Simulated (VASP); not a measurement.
# W in VASP: a series of runs

W is run at these levels: PBE; tasks: single point.

All numbers are computed with VASP 6.6.1; they aren't measurements. Logs are shortened: lines on timing, memory, paths and dates and some standing lists are left out, and cuts for length are marked.

## Step 1: The cell of the first run

It takes space group Im-3m (No. 229, cubic). Conventional cell: a = 3.088 Å, b = 3.088 Å, c = 3.088 Å, α = 90.00°, β = 90.00°, γ = 90.00°. W (site symmetry m-3m) has 14 W at 2.67 to 3.09 Å within 3.5 Å.

## Step 2: Single point, PBE (strain -0.030 along x and y, -0.030 along z)

Contents of INCAR:

```
SYSTEM = W
  PREC = Accurate
  ENCUT = 520
  EDIFF = 1E-6
  ISMEAR = 0
  SIGMA = 0.15
  LREAL = .False.
  LASPH = .True.
  NELM = 100
  ALGO = Normal
  ISIF = 2
  LWAVE = .False.
  LCHARG = .True.
  GGA = PE
  LELF = .True.
  LVHAR = .True.
  NBANDS = 13
```

Contents of KPOINTS:

```
Automatic mesh
0
Gamma
  26 26 26
  0 0 0
```

Contents of POSCAR:

```
W
1.0
   -1.5440259427      1.5440259427      1.5440259427
    1.5440259427     -1.5440259427      1.5440259427
    1.5440259427      1.5440259427     -1.5440259427
W
1
Direct
    0.0000000000      0.0000000000      0.0000000000
```

Potentials or basis: VASP PAW PBE potentials, release 64 (W_sv).

The run is started by

```bash
> cat potpaw_PBE.64/W_sv/POTCAR > POTCAR
> mpirun -np 1 vasp_std > vasp.out
```

OUTCAR:

```text
SYSTEM = W
   PREC = Accurate
   ENCUT = 520
   EDIFF = 1E-6
   ISMEAR = 0
   LREAL = .False.
   LASPH = .True.
   NELM = 100
   ISIF = 2
   GGA = PE

 ion  position               nearest neighbor table
   1  0.000  0.000  0.000-

  LATTYP: Found a body centered cubic cell.
 ALAT       =     3.0880518854

  Lattice vectors:

 A1 = (  -1.5440259427,   1.5440259427,   1.5440259427)
 A2 = (   1.5440259427,  -1.5440259427,   1.5440259427)
 A3 = (   1.5440259427,   1.5440259427,  -1.5440259427)

Analysis of symmetry for initial positions (statically):
=====================================================================
 Subroutine PRICEL returns:
 Original cell was already a primitive cell.

 Routine SETGRP: Setting up the symmetry group for a
 body centered cubic supercell.

 Subroutine GETGRP returns: Found 48 space group operations
 (whereof 48 operations were pure point group operations)
 out of a pool of 48 trial point group operations.

The static configuration has the point symmetry O_h .

Analysis of symmetry for dynamics (positions and initial velocities):
=====================================================================
 Subroutine PRICEL returns:
 Original cell was already a primitive cell.

 Routine SETGRP: Setting up the symmetry group for a
 body centered cubic supercell.

 Subroutine GETGRP returns: Found 48 space group operations
 (whereof 48 operations were pure point group operations)
 out of a pool of 48 trial point group operations.

The dynamic configuration has the point symmetry O_h .

 Subroutine INISYM returns: Found 48 space group operations
 (whereof 48 operations are pure point group operations),
 and found     1 'primitive' translations

----------------------------------------------------------------------------------------

                                     Primitive cell

  volume of cell :      14.7239

  direct lattice vectors                    reciprocal lattice vectors
    -1.544025943  1.544025943  1.544025943     0.000000000  0.323828756  0.323828756
     1.544025943 -1.544025943  1.544025943     0.323828756  0.000000000  0.323828756
     1.544025943  1.544025943 -1.544025943     0.323828756  0.323828756  0.000000000

  length of vectors
     2.674331381  2.674331381  2.674331381     0.457963018  0.457963018  0.457963018

  position of ions in fractional coordinates (direct lattice)
     0.000000000  0.000000000  0.000000000

  ion indices of the primitive-cell ions
   primitive index   ion index
                 1           1

----------------------------------------------------------------------------------------

 KPOINTS: Automatic mesh

Automatic generation of k-mesh.
 Grid dimensions read from file:
 generate k-points for:   26   26   26

 Generating k-lattice:

  Cartesian coordinates                     Fractional coordinates (reciprocal lattice)
     0.000000000  0.012454952  0.012454952     0.038461538  0.000000000  0.000000000
     0.012454952  0.000000000  0.012454952     0.000000000  0.038461538  0.000000000
     0.012454952  0.012454952  0.000000000     0.000000000  0.000000000  0.038461538

  Length of vectors
     0.017613962  0.017613962  0.017613962

  Shift w.r.t. Gamma in fractional coordinates (k-lattice)
     0.000000000  0.000000000  0.000000000

 Subroutine IBZKPT returns following result:
 ===========================================

 Found    511 irreducible k-points:

 Following reciprocal coordinates:
            Coordinates               Weight
  0.000000  0.000000  0.000000      1.000000
  0.038462  0.000000  0.000000     12.000000
  0.076923  0.000000  0.000000     12.000000
  0.115385  0.000000  0.000000     12.000000
  0.153846  0.000000  0.000000     12.000000
  0.192308  0.000000  0.000000     12.000000
[... 16 lines left out ...]
  0.346154  0.038462  0.000000     48.000000
  0.384615  0.038462 -0.000000     48.000000
 [... further k-points ...]
   k-points           NKPTS =    511   k-points in BZ     NKDIM =    511   number of bands    NBANDS=     13
   number of dos      NEDOS =    301   number of ions     NIONS =      1
   total plane-waves  NPLWV =   8000
   dimension x,y,z NGX =    20 NGY =   20 NGZ =   20
   dimension x,y,z NGXF=    40 NGYF=   40 NGZF=   40
   ions per type =               1
   NGX,Y,Z   is equivalent  to a cutoff of  12.43, 12.43, 12.43 a.u.
   NGXF,Y,Z  is equivalent  to a cutoff of  24.87, 24.87, 24.87 a.u.
 SYSTEM =  W
   PREC   = accura    normal or accurate (medium, high low for compatibility)
   ISTART =      0    job   : 0-new  1-cont  2-samecut
   ICHARG =      2    charge: 1-file 2-atom 10-const
   ISPIN  =      1    spin polarized calculation?
   LNONCOLLINEAR =      F non collinear calculations
   LSORBIT =      F    spin-orbit coupling
   LASPH  =      T    aspherical Exc in radial PAW
   ENCUT  =  520.0 eV  38.22 Ry    6.18 a.u.   4.97  4.97  4.97*2*pi/ulx,y,z
   NELM   =    100;   NELMIN=  2; NELMDL= -5     # of ELM steps
   EDIFF  = 0.1E-05   stopping-criterion for ELM
   LREAL  =      F    real-space projection
[... 7 lines left out ...]
   TEBEG  =    0.0;   TEEND  =   0.0 temperature during run
   PSTRESS=    0.0 pullay stress
   NELECT =      14.0000    total number of electrons
   NUPDOWN=      -1.0000    fix difference up-down
   EMIN   =  10.00;   EMAX   =-10.00  energy-range for DOS
   EFERMI =   0.00;   METHOD = LEGACY
   ISMEAR =     0;   SIGMA  =   0.15  broadening in eV -4-tet -1-fermi 0-gaus
   EFERMI_NEDOS =   21; number of points for ismear=-14 and -15
   IALGO  =     38    algorithm
   IMIX   =      4    mixing-type and parameters
     AMIX     =   0.40;   BMIX     =  1.00
     AMIX_MAG =   1.60;   BMIX_MAG =  1.00
  volume/ion in A,a.u.               =      14.72        99.36
  Fermi-wavevector in a.u.,A,eV,Ry     =   1.609816  3.042111 35.259603  2.591508
  Thomas-Fermi vector in A             =   2.705466
   LORBIT       =      0    0 simple, 1 ext, 2 COOP (PROOUT), +10 PAW based schemes
   GGA     = PE    functional components
   LHFCALC =     F    Hartree Fock is set to
   AEXX    =    0.0000 exact exchange contribution
   IVDW    =     0    specifies the selected vdW correction
   LEPSILON=     F    determine dielectric tensor
   LRPA    =     F    only Hartree local field effects (RPA)
 non-spin polarized calculation
 Gauss-broadening in eV      SIGMA  =   0.15
  energy-cutoff  :      520.00
  volume of cell :       14.72
 maximum number of plane-waves:       410
   NGX =  9   NGY =  9   NGZ =  9

 number of electron      13.9999997 magnetization

 Free energy of the ion-electron system (eV)
  ---------------------------------------------------
  ext. energy  EPLUGINS =         0.00000000
  ---------------------------------------------------
  free energy    TOTEN  =       -12.81398689 eV

  energy without entropy =      -12.80947293  energy(sigma->0) =      -12.81172991

 E-fermi :  12.5720     XC(G=0): -14.0641

 val. band max:       12.5657817263   @ k =  -0.3462   0.3846   0.2692
 cond. band min:      12.5778878994   @ k =  -0.2308   0.2308   0.1154
 fundamental gap:      0.0121061731
 Fermi energy:        12.5719740917

 k-point     1 :       0.0000    0.0000    0.0000
  band No.  band energies     occupation
      1     -61.5526      2.00000
      2     -24.9881      2.00000
      3     -24.9881      2.00000
      4     -24.9881      2.00000
      5       2.5053      2.00000
      6      11.1822      2.00000
      7      11.1822      2.00000
      8      11.1822      2.00000
      9      14.9807      0.00000
     10      14.9807      0.00000
     11      27.2210      0.00000
     12      27.2210      0.00000
     13      27.2210      0.00000

 k-point     2 :       0.0385    0.0000    0.0000
  band No.  band energies     occupation
      1     -61.5499      2.00000
      2     -25.0143      2.00000
      3     -24.9961      2.00000
      4     -24.9883      2.00000
      5       2.5846      2.00000
      6      11.1322      2.00000
      7      11.1718      2.00000
      8      11.2587      2.00000
      9      14.8944      0.00000
     10      14.9802      0.00000
     11      27.2926      0.00000
     12      27.3546      0.00000
     13      27.4315      0.00000

 k-point     3 :       0.0769    0.0000    0.0000
  band No.  band energies     occupation
      1     -61.5421      2.00000
      2     -25.0910      2.00000
      3     -25.0195      2.00000
      4     -24.9888      2.00000
      5       2.8179      2.00000
      6      10.9885      2.00000
      7      11.1330      2.00000
      8      11.4871      2.00000
      9      14.6755      0.00000
     10      14.9808      0.00000
     11      27.4935      0.00000
     12      27.7488      0.00000
     13      28.0188      0.00000

 k-point     4 :       0.1154    0.0000    0.0000
  band No.  band energies     occupation
      1     -61.5295      2.00000
      2     -25.2124      2.00000
      3     -25.0569      2.00000
      4     -24.9897      2.00000
      5       3.1905      2.00000
      6      10.7678      2.00000
      7      11.0467      2.00000
      8      11.8637      2.00000
      9      14.4205      0.00000
     10      14.9886      0.00000
     11      27.7781      0.00000
     12      28.3859      0.00000
     13      28.8612      0.00000

 k-point     5 :       0.1538    0.0000    0.0000
  band No.  band energies     occupation
      1     -61.5128      2.00000
      2     -25.3695      2.00000
      3     -25.1057      2.00000
      4     -24.9908      2.00000
      5       3.6761      2.00000
      6      10.4929      2.00000
      7      10.8995      2.00000
      8      12.3825      1.92603
      9      14.2315      0.00000
     10      15.0118      0.00000
     11      28.0530      0.00000
     12      29.2414      0.00000
     13      29.7614      0.00000

 k-point     6 :       0.1923    0.0000    0.0000
  band No.  band energies     occupation
      1     -61.4931      2.00000
      2     -25.5516      2.00000
      3     -25.1630      2.00000
      4     -24.9921      2.00000
      5       4.2338      2.00000
      6      10.1877      2.00000
      7      10.7136      2.00000
      8      13.0342      0.00001
      9      14.1683      0.00000
     10      15.0585      0.00000
     11      28.1648      0.00000
     12      30.2885      0.00000
     13      30.3981      0.00000

 k-point     7 :       0.2308    0.0000    0.0000
  band No.  band energies     occupation
      1     -61.4714      2.00000
      2     -25.7468      2.00000
      3     -25.2251      2.00000
      4     -24.9937      2.00000
      5       4.8024      2.00000
      6       9.8743      2.00000
      7      10.5627      2.00000
      8      13.8068      0.00000
      9      14.2335      0.00000
     10      15.1351      0.00000
     11      27.9564      0.00000
     12      30.3805      0.00000
     13      31.5009      0.00000
[... 193 lines left out ...]
 k-point    20 :       0.2308    0.0385    0.0000
  band No.  band energies     occupation
      1     -61.4588      2.00000
      2     -25.8522      2.00000
      3     -25.2570      2.00000
      4     -25.0042      2.00000
      5       5.1191      2.00000
      6       9.7240      2.00000
      7      10.4670      2.00000
      8      14.1790      0.00000
      9      14.3627      0.00000
     10      15.2683      0.00000
     11      27.7899      0.00000
     12      30.0870      0.00000
     13      32.0062      0.00000

 k-point    21 :       0.2692    0.0385    0.0000
  band No.  band energies     occupation
      1     -61.4367      2.00000
      2     -26.0415      2.00000
      3     -25.3212      2.00000
      4     -25.0059      2.00000
      5       5.5522      2.00000
      6       9.4348      2.00000
      7      10.5590      2.00000
      8      14.3990      0.00000
      9      15.2576      0.00000
     10      15.3922      0.00000
     11      27.1168      0.00000
     12      29.2086      0.00000
     13      33.3124      0.00000

 k-point    22 :       0.3077    0.0385    0.0000
  band No.  band energies     occupation
      1     -61.4158      2.00000
      2     -26.2161      2.00000
      3     -25.3811      2.00000
      4     -25.0076      2.00000
      5       5.8103      2.00000
      6       9.1776      2.00000
      7      10.9065      2.00000
      8      14.6294      0.00000
      9      15.5338      0.00000
     10      16.2388      0.00000
     11      26.3510      0.00000
     12      28.1231      0.00000
     13      34.6672      0.00000

 k-point    23 :       0.3462    0.0385    0.0000
  band No.  band energies     occupation
      1     -61.3974      2.00000
      2     -26.3670      2.00000
      3     -25.4333      2.00000
      4     -25.0090      2.00000
      5       5.9037      2.00000
      6       8.9619      2.00000
      7      11.4808      2.00000
      8      14.8402      0.00000
      9      15.6868      0.00000
     10      17.2379      0.00000
     11      25.6239      0.00000
     12      27.0229      0.00000
     13      33.5341      0.00000

 k-point    24 :       0.3846    0.0385   -0.0000
  band No.  band energies     occupation
      1     -61.3825      2.00000
      2     -26.4867      2.00000
      3     -25.4750      2.00000
      4     -25.0102      2.00000
      5       5.8978      2.00000
      6       8.7946      2.00000
      7      12.1721      1.99984
      8      14.9710      0.00000
      9      15.8466      0.00000
     10      18.1819      0.00000
     11      25.0170      0.00000
     12      26.0377      0.00000
     13      32.1547      0.00000

 [... further k-points ...]
[... 5 lines left out ...]
  --------------------------------------------------------------------------------------
  -------------------------------------------------------------------------------------
  Total        3.1691053      3.1691053      3.1691053      0.0000000      0.0000000     -0.0000000
  in kB      344.8446384    344.8446384    344.8446384      0.0000000      0.0000000     -0.0000000
  external PRESSURE =     344.8446384 kB  Pullay stress =       0.0000000 kB

 VOLUME and BASIS-vectors are now :
 -----------------------------------------------------------------------------
  energy-cutoff  :      520.00
  volume of cell :       14.72
      direct lattice vectors                 reciprocal lattice vectors
    -1.544025943  1.544025943  1.544025943     0.000000000  0.323828756  0.323828756
     1.544025943 -1.544025943  1.544025943     0.323828756  0.000000000  0.323828756
     1.544025943  1.544025943 -1.544025943     0.323828756  0.323828756  0.000000000

 POSITION                                       TOTAL-FORCE (eV/Angst)
 -----------------------------------------------------------------------------------
      0.00000      0.00000      0.00000        -0.000000     -0.000000     -0.000000
 -----------------------------------------------------------------------------------
    total drift:                                0.000000     -0.000000      0.000000

  FREE ENERGIE OF THE ION-ELECTRON SYSTEM (eV)
  ---------------------------------------------------
  free  energy   TOTEN  =       -12.8139868866 eV

  energy  without entropy=      -12.8094729320  energy(sigma->0) =      -12.81172991
```

Run time: 27 s. Hardware: 1 thread of Intel Xeon 6975P-C (Granite Rapids), shared host; peak memory 0.2 GiB.

What came out:

```
Free energy            : -12.8140 eV
Pressure               : 34.5 GPa
Band gap on the k mesh : zero (bands 7 and 8 overlap by 7.09 eV)
```

Caveat: the cell differs from its parent crystal (strain -0.030 along x and y, -0.030 along z); the cell stands under pressure; spin-orbit coupling is left out, which moves the levels of the heavy elements.

## Step 3: Single point, PBE (strain -0.015 along x and y, -0.015 along z)

Contents of INCAR:

```
SYSTEM = W
  PREC = Accurate
  ENCUT = 520
  EDIFF = 1E-6
  ISMEAR = 0
  SIGMA = 0.15
  LREAL = .False.
  LASPH = .True.
  NELM = 100
  ALGO = Fast
  ISIF = 2
  LWAVE = .False.
  LCHARG = .False.
  GGA = PE
  NBANDS = 13
```

KPOINTS is that of step 2.

Contents of POSCAR:

```
W
1.0
   -1.5679026326      1.5679026326      1.5679026326
    1.5679026326     -1.5679026326      1.5679026326
    1.5679026326      1.5679026326     -1.5679026326
W
1
Direct
    0.0000000000      0.0000000000      0.0000000000
```

Potentials or basis: VASP PAW PBE potentials, release 64 (W_sv).

The run is started by

```bash
> cat potpaw_PBE.64/W_sv/POTCAR > POTCAR
> mpirun -np 1 vasp_std > vasp.out
```

Wall time 39 s (1 thread of Intel Xeon 6975P-C (Granite Rapids), shared host); peak memory 0.2 GiB.

Results (log left out):

* Free energy: -12.9217 eV
* Pressure: 15.8 GPa
* Band gap on the k mesh: zero (bands 7 and 8 overlap by 6.65 eV)

Levels at points of the mesh, in eV from the Fermi level:
```
           k point  band 4  band 5  band 6  band 7  band 8  band 9  band 10  band 11
(0.00, 0.00, 0.00)  -37.68   -9.81   -1.29   -1.29   -1.29    2.31     2.31    14.56
(0.50, 0.00, 0.00)  -37.69   -6.48   -3.72    0.76    2.22    3.24     6.39    11.53
(0.50, 0.50, 0.50)  -38.67   -6.08   -6.08    5.35    5.35    5.35     8.46     8.46
```

Caveat: the cell differs from its parent crystal (strain -0.015 along x and y, -0.015 along z); the cell stands under pressure; spin-orbit coupling is left out, which moves the levels of the heavy elements.

[end of part 1 of 2]
